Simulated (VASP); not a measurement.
# Mg2Ti3O3 (P-6m2) in VASP: notebook

Mg2Ti3O3 is run at these levels: PBE; tasks: single point, relaxation of cell and atoms.

Program: VASP 6.6.1. These are calculated values, not measurements. Logs are shortened: lines on timing, memory, paths and dates and some standing lists are left out, and cuts for length are marked.

### Step 1. The cell of the first run

Symmetry: P-6m2, No. 187, hexagonal system. Conventional cell: a = 4.845 Å, b = 4.845 Å, c = 7.411 Å, α = 90.00°, β = 90.00°, γ = 120.00°. Within 2.5 Å of Mg (site symmetry -6m2) lie 2 O at 1.90 Å. Within 3.8 Å of Mg (site symmetry -6m2) lie 5 Ti at 2.80 to 3.71 Å and 9 O at 2.80 to 3.33 Å. Ti (site symmetry -6m2) has 2 O at 1.81 Å within 2.4 Å. Within 3.8 Å of Ti (site symmetry -6m2) lie 5 Mg at 2.80 to 3.71 Å and 3 Ti at 2.80 Å and 6 O at 3.38 Å. Within 3.8 Å of Ti (site symmetry -6m2) lie 3 Mg at 2.80 Å and 3 Ti at 2.80 Å and 8 O at 3.38 to 3.71 Å. O (site symmetry -6m2) has 5 Ti at 2.80 to 3.71 Å and 3 Mg at 2.80 Å and 6 O at 3.33 Å within 3.8 Å. O (site symmetry 3m) has 1 Ti at 1.81 Å and 1 Mg at 1.90 Å within 2.4 Å.

The cell was generated, and may not be a known phase.

### Step 2. Single point, PBE, collinear spin

The input, INCAR:

```
PREC = Accurate
ENCUT = 520
EDIFF = 1E-6
ISMEAR = 0
SIGMA = 0.2
LREAL = F
LASPH = T
NELM = 150
ALGO = Normal
ISIF = 2
LWAVE = F
LCHARG = F
ISPIN = 2
MAGMOM = 0 0 1 1 1 0 0 0
LORBIT = 11
LMAXMIX = 4
GGA = PE
NBANDS = 43
```

The input, KPOINTS:

```
regular mesh
0
Gamma
  5 5 2
```

The input, POSCAR:

```
Mg2Ti3O3
1.0
    4.8449721679      0.0000000000      0.0000000000
   -2.4224860839      4.1958689780      0.0000000000
    0.0000000000      0.0000000000      7.4106230193
Mg Ti O
2 3 3
Direct
    0.3333333333      0.6666666667      0.5000000000
    0.0000000000      0.0000000000      0.0000000000
    0.3333333333      0.6666666667      0.0000000000
    0.0000000000      0.0000000000      0.5000000000
    0.6666666667      0.3333333333      0.5000000000
    0.6666666667      0.3333333333      0.0000000000
    0.3333333333      0.6666666667      0.2439911153
    0.3333333333      0.6666666667      0.7560088847
```

Potentials or basis: VASP PAW PBE potentials, release 64 (Mg, Ti_sv, O).

Run with:

```console
> cat potpaw_PBE.64/Mg/POTCAR potpaw_PBE.64/Ti_sv/POTCAR potpaw_PBE.64/O/POTCAR > POTCAR
> mpirun -np 1 vasp_std > vasp.out
```

OUTCAR:

```text
PREC = Accurate
   ENCUT = 520
   EDIFF = 1E-6
   ISMEAR = 0
   LREAL = F
   LASPH = T
   NELM = 150
   ISIF = 2
   ISPIN = 2
   LORBIT = 11
   GGA = PE

 ion  position               nearest neighbor table
   1  0.333  0.667  0.500-   7 1.90   8 1.90   5 2.80   4 2.80   5 2.80   4 2.80   4 2.80   5 2.80

   2  0.000  0.000  0.000-   3 2.80   6 2.80   3 2.80   6 2.80   6 2.80   3 2.80
   3  0.333  0.667  0.000-   7 1.81   8 1.81   2 2.80   2 2.80   2 2.80
   4  0.000  0.000  0.500-   1 2.80   5 2.80   1 2.80   5 2.80   5 2.80   1 2.80
   5  0.667  0.333  0.500-   1 2.80   4 2.80   1 2.80   4 2.80   4 2.80   1 2.80
   6  0.667  0.333  0.000-   2 2.80   2 2.80   2 2.80
   7  0.333  0.667  0.244-   3 1.81   1 1.90
   8  0.333  0.667  0.756-   3 1.81   1 1.90

  LATTYP: Found a hexagonal cell.
 ALAT       =     4.8449721679
 C/A-ratio  =     1.5295491414

  Lattice vectors:

 A1 = (   4.8449721679,   0.0000000000,   0.0000000000)
 A2 = (  -2.4224860839,   4.1958689780,   0.0000000000)
 A3 = (   0.0000000000,   0.0000000000,   7.4106230193)

Analysis of symmetry for initial positions (statically):
=====================================================================
 Subroutine PRICEL returns:
 Original cell was already a primitive cell.

 Routine SETGRP: Setting up the symmetry group for a
 hexagonal supercell.

 Subroutine GETGRP returns: Found 12 space group operations
 (whereof 12 operations were pure point group operations)
 out of a pool of 24 trial point group operations.

The static configuration has the point symmetry D_3h.

Analysis of symmetry for dynamics (positions and initial velocities):
=====================================================================
 Subroutine PRICEL returns:
 Original cell was already a primitive cell.

 Routine SETGRP: Setting up the symmetry group for a
 hexagonal supercell.

 Subroutine GETGRP returns: Found 12 space group operations
 (whereof 12 operations were pure point group operations)
 out of a pool of 24 trial point group operations.

The dynamic configuration has the point symmetry D_3h.

Analysis of structural, dynamic, and magnetic symmetry:
=====================================================================
 Subroutine PRICEL returns:
 Original cell was already a primitive cell.

 Routine SETGRP: Setting up the symmetry group for a
 hexagonal supercell.

 Subroutine GETGRP returns: Found 12 space group operations
 (whereof 12 operations were pure point group operations)
 out of a pool of 24 trial point group operations.

The overall configuration has the point symmetry D_3h.

 Subroutine INISYM returns: Found 12 space group operations
 (whereof 12 operations are pure point group operations),
 and found     1 'primitive' translations

----------------------------------------------------------------------------------------

                                     Primitive cell

  volume of cell :     150.6496

  direct lattice vectors                    reciprocal lattice vectors
     4.844972168  0.000000000  0.000000000     0.206399534  0.119164827  0.000000000
    -2.422486084  4.195868978  0.000000000     0.000000000  0.238329654  0.000000000
     0.000000000  0.000000000  7.410623019     0.000000000  0.000000000  0.134941421

  length of vectors
     4.844972168  4.844972168  7.410623019     0.238329654  0.238329654  0.134941421

  position of ions in fractional coordinates (direct lattice)
     0.333333333  0.666666667  0.500000000
     0.000000000  0.000000000  0.000000000
     0.333333333  0.666666667  0.000000000
     0.000000000  0.000000000  0.500000000
     0.666666667  0.333333333  0.500000000
     0.666666667  0.333333333  0.000000000
     0.333333333  0.666666667  0.243991115
     0.333333333  0.666666667  0.756008885

  ion indices of the primitive-cell ions
   primitive index   ion index
                 1           1
                 2           2
                 3           3
                 4           4
                 5           5
                 6           6
                 7           7
                 8           8

[... 39 lines left out ...]
   number of dos      NEDOS =    301   number of ions     NIONS =      8
   total plane-waves  NPLWV =  72576
   dimension x,y,z NGX =    36 NGY =   36 NGZ =   56
   dimension x,y,z NGXF=    72 NGYF=   72 NGZF=  112
   ions per type =               2   3   3
   NGX,Y,Z   is equivalent  to a cutoff of  12.35, 12.35, 12.56 a.u.
   NGXF,Y,Z  is equivalent  to a cutoff of  24.71, 24.71, 25.13 a.u.
 SYSTEM =  unknown system
   PREC   = accura    normal or accurate (medium, high low for compatibility)
   ISTART =      0    job   : 0-new  1-cont  2-samecut
   ICHARG =      2    charge: 1-file 2-atom 10-const
   ISPIN  =      2    spin polarized calculation?
   LNONCOLLINEAR =      F non collinear calculations
   LSORBIT =      F    spin-orbit coupling
   LASPH  =      T    aspherical Exc in radial PAW
   ENCUT  =  520.0 eV  38.22 Ry    6.18 a.u.   9.01  9.01 13.78*2*pi/ulx,y,z
   NELM   =    150;   NELMIN=  2; NELMDL= -5     # of ELM steps
   EDIFF  = 0.1E-05   stopping-criterion for ELM
   LREAL  =      F    real-space projection
   EDIFFG = 0.1E-04   stopping-criterion for IOM
   NSW    =      0    number of steps for IOM
   IBRION =     -1    ionic relax: 0-MD 1-quasi-New 2-CG
   NFREE  =      0    steps in history (QN), initial steepest desc. (CG)
   ISIF   =      2    stress and relaxation
   ISYM   =      2    0-nonsym 1-usesym 2-fastsym
   POTIM  = 0.5000    time-step for ionic-motion
   TEBEG  =    0.0;   TEEND  =   0.0 temperature during run
   PSTRESS=    0.0 pullay stress
   NELECT =      58.0000    total number of electrons
   NUPDOWN=      -1.0000    fix difference up-down
   EMIN   =  10.00;   EMAX   =-10.00  energy-range for DOS
   EFERMI =   0.00;   METHOD = LEGACY
   ISMEAR =     0;   SIGMA  =   0.20  broadening in eV -4-tet -1-fermi 0-gaus
   EFERMI_NEDOS =   21; number of points for ismear=-14 and -15
   IALGO  =     38    algorithm
   IMIX   =      4    mixing-type and parameters
     AMIX     =   0.40;   BMIX     =  1.00
     AMIX_MAG =   1.60;   BMIX_MAG =  1.00
  volume/ion in A,a.u.               =      18.83       127.08
  Fermi-wavevector in a.u.,A,eV,Ry     =   1.190954  2.250576 19.298103  1.418371
  Thomas-Fermi vector in A             =   2.327026
   LORBIT       =     11    0 simple, 1 ext, 2 COOP (PROOUT), +10 PAW based schemes
   GGA     = PE    functional components
   LHFCALC =     F    Hartree Fock is set to
   AEXX    =    0.0000 exact exchange contribution
   IVDW    =     0    specifies the selected vdW correction
   LEPSILON=     F    determine dielectric tensor
   LRPA    =     F    only Hartree local field effects (RPA)
 spin polarized calculation
 Gauss-broadening in eV      SIGMA  =   0.20
  energy-cutoff  :      520.00
  volume of cell :      150.65
 maximum number of plane-waves:      4094
 NGX is ok and might be reduce to    36
   NGX = 17   NGY = 17   NGZ = 27

 number of electron      57.9999980 magnetization       3.4049134

 Free energy of the ion-electron system (eV)
  ---------------------------------------------------
  ext. energy  EPLUGINS =         0.00000000
  ---------------------------------------------------
  free energy    TOTEN  =       -42.57590377 eV

  energy without entropy =      -42.43922242  energy(sigma->0) =      -42.50756309

 E-fermi :   3.4076     XC(G=0):  -9.1193

 val. band max:        3.3903474416   @ k =   0.4000   0.2000   0.5000
 cond. band min:       3.4077028435   @ k =   0.4000   0.2000   0.5000
 fundamental gap:      0.0173554019
 Fermi energy:         3.4076475271

 spin component 1

 k-point     1 :       0.0000    0.0000    0.0000
  band No.  band energies     occupation
      1     -54.2542      1.00000
      2     -54.0631      1.00000
      3     -53.9585      1.00000
      4     -30.6493      1.00000
      5     -30.6051      1.00000
      6     -30.5317      1.00000
[... 429 lines left out ...]
     40       5.5045      0.00000
     41       5.7296      0.00000
 Fermi energy:         3.4076475271

 spin component 2

 k-point     1 :       0.0000    0.0000    0.0000
  band No.  band energies     occupation
      1     -54.3413      1.00000
      2     -52.9516      1.00000
      3     -52.8230      1.00000
      4     -30.6755      1.00000
      5     -30.6490      1.00000
      6     -30.6490      1.00000
[... 429 lines left out ...]
     40       6.0019      0.00000
     41       6.2264      0.00000
 [bands above 41 left out]

------------------------ aborting loop because EDIFF is reached ----------------------------------------

  FORCE on cell =-STRESS in cart. coord.  units (eV):
  Direction    XX          YY          ZZ          XY          YZ          ZX
  --------------------------------------------------------------------------------------
  -------------------------------------------------------------------------------------
  Total       -0.4978638     -0.4978638     -0.1145263     -0.0000000      0.0000000      0.0000000
  in kB       -5.2948446     -5.2948446     -1.2180019     -0.0000000      0.0000000      0.0000000
  external PRESSURE =      -3.9358970 kB  Pullay stress =       0.0000000 kB

 VOLUME and BASIS-vectors are now :
 -----------------------------------------------------------------------------
  energy-cutoff  :      520.00
  volume of cell :      150.65
      direct lattice vectors                 reciprocal lattice vectors
     4.844972168  0.000000000  0.000000000     0.206399534  0.119164827  0.000000000
    -2.422486084  4.195868978  0.000000000     0.000000000  0.238329654  0.000000000
     0.000000000  0.000000000  7.410623019     0.000000000  0.000000000  0.134941421

 POSITION                                       TOTAL-FORCE (eV/Angst)
 -----------------------------------------------------------------------------------
     -0.00000      2.79725      3.70531        -0.000000      0.000000      0.000000
      0.00000      0.00000      0.00000        -0.000000     -0.000000      0.000000
     -0.00000      2.79725      0.00000         0.000000     -0.000000      0.000000
      0.00000      0.00000      3.70531         0.000000     -0.000000      0.000000
      2.42249      1.39862      3.70531        -0.000000     -0.000000      0.000000
      2.42249      1.39862      0.00000        -0.000000     -0.000000      0.000000
     -0.00000      2.79725      1.80813         0.000000     -0.000000      0.052020
     -0.00000      2.79725      5.60250         0.000000      0.000000     -0.052020
 -----------------------------------------------------------------------------------
    total drift:                                0.000001     -0.000000      0.000000

  FREE ENERGIE OF THE ION-ELECTRON SYSTEM (eV)
  ---------------------------------------------------
  free  energy   TOTEN  =       -42.5759037729 eV

  energy  without entropy=      -42.4392224169  energy(sigma->0) =      -42.50756309

 total charge

# of ion       s       p       d       tot
------------------------------------------
    1        0.229   0.203   0.080   0.512
    2        0.266   0.058   0.009   0.332
    3        2.189   6.207   1.898  10.294
    4        2.254   6.005   2.001  10.260
    5        2.233   6.001   2.003  10.237
    6        1.584   3.173   0.000   4.757
    7        1.590   3.405   0.000   4.995
    8        1.590   3.405   0.000   4.995
--------------------------------------------------
tot         11.935  28.458   5.990  46.383

 magnetization (x)

# of ion       s       p       d       tot
------------------------------------------
    1       -0.007   0.004   0.002  -0.000
    2       -0.005   0.002  -0.000  -0.003
    3       -0.004  -0.001  -0.086  -0.091
    4        0.032   0.035   1.167   1.233
    5        0.025   0.030   1.131   1.186
    6        0.000   0.030   0.000   0.030
    7        0.003   0.027   0.000   0.030
    8        0.003   0.027   0.000   0.030
--------------------------------------------------
tot          0.049   0.153   2.215   2.416
```

It took 2.1 min on 1 thread of Intel Xeon 6975P-C (Granite Rapids), shared host; peak memory 0.36 GiB.

Results:

```
Free energy                                           : -42.5759 eV
Pressure                                              : -0.4 GPa
Largest force                                         : 0.052 eV/Å
Net moment                                            : 3.40 μB per cell
Site moments                                          : Mg -0.00; Ti -0.09, +1.23, +1.19; O +0.03 μB
Valence electrons inside the program's atomic spheres : Mg 0.51, 0.33; Ti 10.29, 10.26, 10.24; O 4.76, 5.00 (each value once)
```

Forces in eV/Å, atoms in the order of the input:
```
Mg   0.000  0.000  0.000
Mg   0.000  0.000  0.000
Ti   0.000  0.000  0.000
Ti   0.000  0.000  0.000
Ti   0.000  0.000  0.000
O    0.000  0.000  0.000
O    0.000  0.000  0.052
O    0.000  0.000 -0.052
```

Stress tensor (GPa, compression positive):
```
-0.53  0.00  0.00
 0.00 -0.53  0.00
 0.00  0.00 -0.12
```

Caveat: the k points lie up to 0.42 Å⁻¹ apart.

### Step 3. Relaxation of cell and atoms, PBE, collinear spin

This run uses another cell than the first one, of 13.87 Å³/atom.

The input, INCAR:

```
PREC     = Accurate       # precision mode
ENCUT    = 600            # plane-wave cutoff, eV
EDIFF    = 1E-6           # SCF threshold, eV
ISMEAR   = 0              # smearing method
SIGMA    = 0.2            # smearing width, eV
LREAL    = F              # projectors in reciprocal space
LASPH    = T              # aspherical terms in the spheres
NELM     = 150            # most SCF steps
ALGO     = Normal         # electronic algorithm
ISIF     = 3              # what is computed and relaxed
LWAVE    = F              # write WAVECAR
LCHARG   = F              # write CHGCAR
ISPIN    = 2              # spin polarisation
MAGMOM   = 0 0 1 1 1 0 0 0 # initial moments
LORBIT   = 11             # projections on sites
LMAXMIX  = 4              # l up to which the mixer works
GGA      = PE             # functional
IBRION   = 2              # ionic algorithm
NSW      = 36             # ionic steps
EDIFFG   = -0.08          # ionic threshold
```

KPOINTS is that of step 2.

The input, POSCAR:

```
Mg2Ti3O3
1.0
    4.0160085800      0.0000000000      0.0000000000
   -2.0080042900      3.4779654500      0.0000000000
    0.0000000000      0.0000000000      7.9428537200
Mg Ti O
2 3 3
Direct
    0.3333333300      0.6666666700      0.5000000000
    0.0000000000      0.0000000000      0.0000000000
    0.3333333300      0.6666666700      0.0000000000
    0.0000000000      0.0000000000      0.5000000000
    0.6666666700      0.3333333300      0.5000000000
    0.6666666700      0.3333333300      0.0000000000
    0.3333333300      0.6666666700      0.2256032700
    0.3333333300      0.6666666700      0.7743967300
```

Potentials or basis: VASP PAW PBE potentials, release 64 (Mg, Ti_sv, O).

Run with:

```console
> cat potpaw_PBE.64/Mg/POTCAR potpaw_PBE.64/Ti_sv/POTCAR potpaw_PBE.64/O/POTCAR > POTCAR
> mpirun -np 1 vasp_std > vasp.out
```

Run time: 7.9 min. Hardware: 1 thread of Intel Xeon 6975P-C (Granite Rapids), shared host; peak memory 0.35 GiB.

Results (log left out):

| Item | Value |
| --- | --- |
| Free energy | -42.5144 eV |
| Relaxed volume | 18.35 Å³/atom |
| Relaxed cell | a = 4.779 Å, b = 4.779 Å, c = 7.423 Å, α = 90.00°, β = 90.00°, γ = 120.00° |
| Space group after relaxing (to 0.1 Å) | P-6m2 (No. 187) |
| Energy gained by relaxing | 579.0 meV/atom |
| Ionic steps | 6 |
| Pressure after relaxing | 0.0 GPa |
| Largest force after relaxing | 0.075 eV/Å |
| Net moment | 3.03 μB per cell |
| Site moments | Mg -0.00; Ti -0.06, +1.10, +1.05; O +0.02, +0.03 (each value once) μB |
| Valence electrons inside the program's atomic spheres | Mg 0.52, 0.34; Ti 10.30, 10.29, 10.27; O 4.77, 5.00 (each value once) |

Forces on the atoms (eV/Å):
```
Mg   0.000  0.000  0.000
Mg   0.000  0.000  0.000
Ti   0.000  0.000  0.000
Ti   0.000  0.000  0.000
Ti   0.000  0.000  0.000
O    0.000  0.000  0.000
O    0.000  0.000  0.075
O    0.000  0.000 -0.075
```

The path:
| step | energy change (eV) | largest force (eV/Å) | pressure (GPa) | volume (Å³) |
| --- | --- | --- | --- | --- |
| 1 | 0.0000 | 2.3809 | 27.38 | 110.94 |
| 2 | -4.2128 | 0.7282 | -3.91 | 152.27 |
| 3 | -4.2133 | 0.6992 | -3.76 | 151.79 |
| 4 | -4.5074 | 2.1572 | 2.11 | 146.10 |
| 5 | -4.5672 | 1.1214 | 0.01 | 147.69 |
| 6 | -4.6321 | 0.0749 | -0.02 | 146.82 |

Final structure:
```
Mg Ti O
1.0
     4.77900    0.00000    0.00000
    -2.38950    4.13874    0.00000
     0.00000    0.00000    7.42319
Mg Ti O
2 3 3
Direct
  0.33333 0.66667 0.50000
  0.00000 0.00000 0.00000
  0.33333 0.66667 0.00000
  0.00000 0.00000 0.50000
  0.66667 0.33333 0.50000
  0.66667 0.33333 0.00000
  0.33333 0.66667 0.24402
  0.33333 0.66667 0.75598
```

Levels at points of the mesh, in eV from the Fermi level:
Spin up:
| k point | band 28 | band 29 | band 30 | band 31 | band 32 | band 33 |
| --- | --- | --- | --- | --- | --- | --- |
| (0.00, 0.00, 0.00) | -0.49 | -0.31 | -0.31 | -0.01 | -0.01 | 0.24 |
| (0.00, 0.00, 0.50) | -0.55 | -0.47 | -0.47 | -0.13 | -0.02 | -0.02 |
Spin down:
```
           k point  band 25  band 26  band 27  band 28  band 29  band 30
(0.00, 0.00, 0.00)    -2.10    -1.89     0.22     0.22     0.80     0.80
(0.00, 0.00, 0.50)    -2.31    -1.45    -0.03    -0.03     0.58     0.72
```

Caveat: the k points lie up to 0.42 Å⁻¹ apart in the final cell; the volume moved by over 15 % at a fixed basis, so the end points are rough; the relaxation stopped at a loose force limit of 0.08 eV/Å, so its end isn't a converged minimum.
